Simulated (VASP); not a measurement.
A run of VASP 6.6.1 is set up as follows.

The input INCAR:

```
  PREC = Accurate
  ENCUT = 520
  EDIFF = 1E-6
  ISMEAR = -1
  SIGMA = 0.0776
  LREAL = Auto
  LASPH = T
  NELM = 80
  ALGO = Normal
  ISIF = 2
  LWAVE = F
  LCHARG = F
  GGA = PE
  NBANDS = 126
  ISYM = 0
```

File KPOINTS:

```
Automatic mesh
0
Gamma
  1 1 1
  0.25 0.25 0.25
```

The input POSCAR:

```
Sn
1.0
    8.0559810000     -0.0553090000     -0.5100630000
   -0.0553090000      7.8193870000     -0.2139990000
   -0.5100630000     -0.2139990000      7.9971090000
Sn
16
Direct
    0.1010909236      0.2836658337      0.4335940581
    1.0043122882      0.3650111648      0.8703127046
    0.5548323996      0.2888474859      0.4445537195
    0.8046449946      0.6547306251      0.8187562954
    0.9234279263      0.7853058483      0.1790217045
    0.4876398894      0.8505145019      0.8986077741
    0.0551013519      0.9480645694      0.7453921199
    0.5391607047      0.7582873830      0.4655351913
    0.2881108445      0.1962793960      0.0905818936
    0.2343091702      0.9755424544      0.3592613966
    0.5175451425      0.1959601052      0.7932186362
    0.3111559208      0.5079919537      0.7222414866
    0.8917870143      0.1402855513      0.1307116769
    0.8511728384      0.5419045972      0.4747276564
    0.5848980387      0.5472741060      0.1216169443
    0.2337403354      0.5654731122      0.2903385432
```

Potentials or basis: VASP PAW PBE potentials, release 64 (Sn_d).

The run is started by

```sh
$ cat potpaw_PBE.64/Sn_d/POTCAR > POTCAR
$ mpirun -np 1 vasp_std > vasp.out
```

Question: What does it give for the pressure?

Answer: 2.4 GPa.

Question: Estimate the band gap on the k mesh.

Answer: 0.32 eV.

Question: Predict the largest force.

Answer: 1.770 eV/Å.

Forces in eV/Å, atoms in the order of the input:
```
Sn  -0.722  0.413  1.562
Sn   0.363 -1.563 -0.469
Sn  -0.290  0.217 -0.441
Sn  -0.308  0.985  0.386
Sn   0.010 -0.632  0.296
Sn  -0.476 -0.407  0.064
Sn   0.432  0.455  0.675
Sn   0.110  0.183  0.235
Sn   0.572 -0.003 -0.700
Sn   0.434 -1.286  0.132
Sn   0.427  0.114  0.638
Sn   0.131  0.498 -0.480
Sn  -0.762  0.290 -0.414
Sn  -0.318  0.305 -0.455
Sn  -0.026  0.140 -0.148
Sn   0.424  0.290 -0.883
```

Caveat: the k points lie up to 0.80 Å⁻¹ apart; spin-orbit coupling is left out, which moves the levels of the heavy elements.
